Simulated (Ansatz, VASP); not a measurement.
# Zn: VASP beside Ansatz

```
Zn
1.0
     2.73246    0.00000    0.00000
    -1.36623    2.36638    0.00000
     0.00000    0.00000    8.67838
Zn
4
Cartesian
  0.0000 0.0000 0.0000
  0.0000 1.5776 2.1696
  0.0000 0.0000 4.3392
  1.3662 0.7888 6.5088
```

Alike in both runs: functional PBEsol; k mesh 12 × 12 × 4; occupations gaussian, width 0.1 eV; no spin polarisation.

Ansatz relaxed the structure, and its values are those at the end. VASP's run is a single point on that final structure, the one shown.

|  | VASP | Ansatz |
| --- | --- | --- |
| version | VASP 6.6.1 | Ansatz 0.2.0 |
| potentials or method | VASP PAW PBE potentials, release 64 (Zn), cutoff 520 eV | scalar-relativistic, plane waves, PAW |
| valence electrons in the cell | 48 | 48 |

VASP gave:

```
gap on the k mesh at the Fermi level (eV) : none
pressure (GPa)                            : 0.3
```

Problem. Estimate Ansatz's values.

Solution. gap on the k mesh at the Fermi level (eV): none; pressure (GPa): -0.1.

VASP's potentials were made for PBE, not for PBEsol. A gap of «none» marks a metal or a gap that the smearing closes.
